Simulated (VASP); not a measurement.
# Ca (P6_3/mmc) in VASP: single point with PBE

Aim: the single point of Ca with PBE.

Program: VASP 6.6.1. These are calculated values, not measurements. Logs are shortened: lines on timing, memory, paths and dates and some standing lists are left out, and cuts for length are marked.

### 1 The cell of the first run

The structure is hexagonal, space group P6_3/mmc (No. 194). Conventional cell: a = 3.980 Å, b = 3.980 Å, c = 6.520 Å, α = 90.00°, β = 90.00°, γ = 120.00°. Ca (site symmetry -6m2) has 12 Ca at 3.98 to 3.99 Å within 5.2 Å.

This isn't the form of Ca at room conditions, which is fcc.

### 2 Single point, PBE

Input file INCAR:

```
SYSTEM = Ca
PREC = Accurate ; ENCUT = 520
EDIFF = 1E-6 ; ISMEAR = -1
SIGMA = 0.08 ; LREAL = .False.
LASPH = .True. ; NELM = 80
ALGO = Normal ; ISIF = 2
LWAVE = .False. ; LCHARG = .False.
GGA = PE ; NBANDS = 17
```

Input file KPOINTS:

```
regular mesh
0
Gamma
  11 11 6
  0 0 0
```

Input file POSCAR:

```
Ca
1.0
    3.9799995206      0.0000000000      0.0000000000
   -1.9899997603      3.4467806919      0.0000000000
    0.0000000000      0.0000000000      6.5200000000
Ca
2
Direct
    0.3333333333      0.6666666667      0.2500000000
    0.6666666667      0.3333333333      0.7500000000
```

Potentials or basis: VASP PAW PBE potentials, release 64 (Ca_sv).

On the command line:

```console
> cat potpaw_PBE.64/Ca_sv/POTCAR > POTCAR
> mpirun -np 1 vasp_std > vasp.out
```

OUTCAR:

```text
SYSTEM = Ca
   PREC = Accurate
   ENCUT = 520
   EDIFF = 1E-6
   ISMEAR = -1
   LREAL = .False.
   LASPH = .True.
   NELM = 80
   ISIF = 2
   GGA = PE

 ion  position               nearest neighbor table
   1  0.333  0.667  0.250-
   2  0.667  0.333  0.750-

  LATTYP: Found a hexagonal cell.
 ALAT       =     3.9799995206
 C/A-ratio  =     1.6381911521

  Lattice vectors:

 A1 = (   3.9799995206,   0.0000000000,   0.0000000000)
 A2 = (  -1.9899997603,   3.4467806919,   0.0000000000)
 A3 = (   0.0000000000,   0.0000000000,   6.5200000000)

Analysis of symmetry for initial positions (statically):
=====================================================================
 Subroutine PRICEL returns:
 Original cell was already a primitive cell.

 Routine SETGRP: Setting up the symmetry group for a
 hexagonal supercell.

 Subroutine GETGRP returns: Found 24 space group operations
 (whereof 12 operations were pure point group operations)
 out of a pool of 24 trial point group operations.

The static configuration has the point symmetry D_3d.
 The point group associated with its full space group is D_6h.

Analysis of symmetry for dynamics (positions and initial velocities):
=====================================================================
 Subroutine PRICEL returns:
 Original cell was already a primitive cell.

 Routine SETGRP: Setting up the symmetry group for a
 hexagonal supercell.

 Subroutine GETGRP returns: Found 24 space group operations
 (whereof 12 operations were pure point group operations)
 out of a pool of 24 trial point group operations.

The dynamic configuration has the point symmetry D_3d.
 The point group associated with its full space group is D_6h.

 Subroutine INISYM returns: Found 24 space group operations
 (whereof 12 operations are pure point group operations),
 and found     1 'primitive' translations

----------------------------------------------------------------------------------------

                                     Primitive cell

  volume of cell :      89.4426

  direct lattice vectors                    reciprocal lattice vectors
     3.979999521  0.000000000  0.000000000     0.251256312  0.145062899  0.000000000
    -1.989999760  3.446780692  0.000000000     0.000000000  0.290125798  0.000000000
[... 75 lines left out ...]
 SYSTEM =  Ca
   PREC   = accura    normal or accurate (medium, high low for compatibility)
   ISTART =      0    job   : 0-new  1-cont  2-samecut
   ICHARG =      2    charge: 1-file 2-atom 10-const
   ISPIN  =      1    spin polarized calculation?
   LNONCOLLINEAR =      F non collinear calculations
   LSORBIT =      F    spin-orbit coupling
   LASPH  =      T    aspherical Exc in radial PAW
   ENCUT  =  520.0 eV  38.22 Ry    6.18 a.u.   7.40  7.40 12.12*2*pi/ulx,y,z
   NELM   =     80;   NELMIN=  2; NELMDL= -5     # of ELM steps
   EDIFF  = 0.1E-05   stopping-criterion for ELM
   LREAL  =      F    real-space projection
   EDIFFG = 0.1E-04   stopping-criterion for IOM
   NSW    =      0    number of steps for IOM
   IBRION =     -1    ionic relax: 0-MD 1-quasi-New 2-CG
   NFREE  =      0    steps in history (QN), initial steepest desc. (CG)
   ISIF   =      2    stress and relaxation
   ISYM   =      2    0-nonsym 1-usesym 2-fastsym
   POTIM  = 0.5000    time-step for ionic-motion
   TEBEG  =    0.0;   TEEND  =   0.0 temperature during run
   PSTRESS=    0.0 pullay stress
   NELECT =      20.0000    total number of electrons
   NUPDOWN=      -1.0000    fix difference up-down
   EMIN   =  10.00;   EMAX   =-10.00  energy-range for DOS
   EFERMI =   0.00;   METHOD = LEGACY
   ISMEAR =    -1;   SIGMA  =   0.08  broadening in eV -4-tet -1-fermi 0-gaus
   EFERMI_NEDOS =   21; number of points for ismear=-14 and -15
   IALGO  =     38    algorithm
   IMIX   =      4    mixing-type and parameters
     AMIX     =   0.40;   BMIX     =  1.00
     AMIX_MAG =   1.60;   BMIX_MAG =  1.00
  volume/ion in A,a.u.               =      44.72       301.79
  Fermi-wavevector in a.u.,A,eV,Ry     =   0.993658  1.877741 13.433785  0.987355
  Thomas-Fermi vector in A             =   2.125555
   LORBIT       =      0    0 simple, 1 ext, 2 COOP (PROOUT), +10 PAW based schemes
   GGA     = PE    functional components
   LHFCALC =     F    Hartree Fock is set to
   AEXX    =    0.0000 exact exchange contribution
   IVDW    =     0    specifies the selected vdW correction
   LEPSILON=     F    determine dielectric tensor
   LRPA    =     F    only Hartree local field effects (RPA)
 non-spin polarized calculation
  energy-cutoff  :      520.00
  volume of cell :       89.44
 maximum number of plane-waves:      2442
 NGX is ok and might be reduce to    30
   NGX = 15   NGY = 15   NGZ = 25

 number of electron      20.0000006 magnetization

 Free energy of the ion-electron system (eV)
  ---------------------------------------------------
  ext. energy  EPLUGINS =         0.00000000
  ---------------------------------------------------
  free energy    TOTEN  =        -3.86816175 eV

  energy without entropy =       -3.81609394  energy(sigma->0) =       -3.84212785

 E-fermi :   1.7749     XC(G=0):  -7.5574

 val. band max:        1.7722907069   @ k =   0.3636   0.2727   0.5000
 cond. band min:       1.7908349045   @ k =   0.1818   0.1818   0.0000
 fundamental gap:      0.0185441976
 Fermi energy:         1.7749443793

 k-point     1 :       0.0000    0.0000    0.0000
  band No.  band energies     occupation
      1     -40.4033      2.00000
      2     -40.3931      2.00000
      3     -21.4326      2.00000
      4     -21.3444      2.00000
      5     -21.3444      2.00000
      6     -21.3290      2.00000
[... 457 lines left out ...]
      4     -21.3783      2.00000
      5     -21.3739      2.00000
      6     -21.3551      2.00000
[... 9 lines left out ...]
     16       4.5143      0.00000
     17       4.7120      0.00000

 [... further k-points ...]
[... 5 lines left out ...]
  --------------------------------------------------------------------------------------
  -------------------------------------------------------------------------------------
  Total       -0.4689056     -0.4689056     -0.4380404      0.0000000      0.0000000      0.0000000
  in kB       -8.3994663     -8.3994663     -7.8465807      0.0000000      0.0000000      0.0000000
  external PRESSURE =      -8.2151711 kB  Pullay stress =       0.0000000 kB

 VOLUME and BASIS-vectors are now :
 -----------------------------------------------------------------------------
  energy-cutoff  :      520.00
  volume of cell :       89.44
      direct lattice vectors                 reciprocal lattice vectors
     3.979999521  0.000000000  0.000000000     0.251256312  0.145062899  0.000000000
    -1.989999760  3.446780692  0.000000000     0.000000000  0.290125798  0.000000000
     0.000000000  0.000000000  6.520000000     0.000000000  0.000000000  0.153374233

 POSITION                                       TOTAL-FORCE (eV/Angst)
 -----------------------------------------------------------------------------------
     -0.00000      2.29785      1.63000        -0.000000     -0.000000      0.000000
      1.99000      1.14893      4.89000         0.000000      0.000000      0.000000
 -----------------------------------------------------------------------------------
    total drift:                               -0.000000      0.000000     -0.000000

  FREE ENERGIE OF THE ION-ELECTRON SYSTEM (eV)
  ---------------------------------------------------
  free  energy   TOTEN  =        -3.8681617548 eV

  energy  without entropy=       -3.8160939400  energy(sigma->0) =       -3.84212785
```

OSZICAR:

```text
N       E                     dE             d eps       ncg     rms          rms(c)
DAV:   1     0.169346685347E+03    0.16935E+03   -0.10075E+04  2176   0.105E+03
DAV:   2     0.522481116668E+01   -0.16412E+03   -0.16218E+03  2489   0.313E+02
DAV:   3    -0.356137775641E+01   -0.87862E+01   -0.87139E+01  4223   0.525E+01
DAV:   4    -0.386578325785E+01   -0.30441E+00   -0.30384E+00  2726   0.104E+01
DAV:   5    -0.388148399108E+01   -0.15701E-01   -0.15695E-01  3695   0.150E+00    0.314E+00
DAV:   6    -0.387042882021E+01    0.11055E-01   -0.25512E-02  2764   0.149E+00    0.191E+00
DAV:   7    -0.386893617279E+01    0.14926E-02   -0.35063E-02  2764   0.194E+00    0.133E-01
DAV:   8    -0.386812017450E+01    0.81600E-03   -0.35903E-03  2719   0.506E-01    0.231E-02
DAV:   9    -0.386815915860E+01   -0.38984E-04   -0.33120E-04  4181   0.779E-02    0.211E-02
DAV:  10    -0.386816435902E+01   -0.52004E-05   -0.43474E-05  2699   0.615E-02    0.105E-02
DAV:  11    -0.386816179553E+01    0.25635E-05   -0.43998E-06  3086   0.206E-02    0.387E-03
DAV:  12    -0.386816175478E+01    0.40751E-07   -0.20004E-07  2212   0.318E-03
   1 F= -.38681618E+01 E0= -.38421278E+01  d E =-.520678E-01
```

stdout:

```text
POSCAR found type information on POSCAR Ca
 POSCAR found :  1 types and       2 ions
 scaLAPACK will be used
 LDA part: xc-table for (Slater+PW92), standard interpolation
 POSCAR, INCAR and KPOINTS ok, starting setup
 FFT: planning ... GRIDC
 FFT: planning ... GRID_SOFT
 FFT: planning ... GRID
 WAVECAR not read
 entering main loop
```

Run time: 47 s. Hardware: 1 thread of Intel Xeon Platinum 8488C (Sapphire Rapids), shared host; peak memory 0.24 GiB.

Results:

```yaml
Free_energy: -3.8682 eV
Pressure: -0.8 GPa
Band_gap_on_the_k_mesh: zero (bands 10 and 11 overlap by 0.45 eV)
```
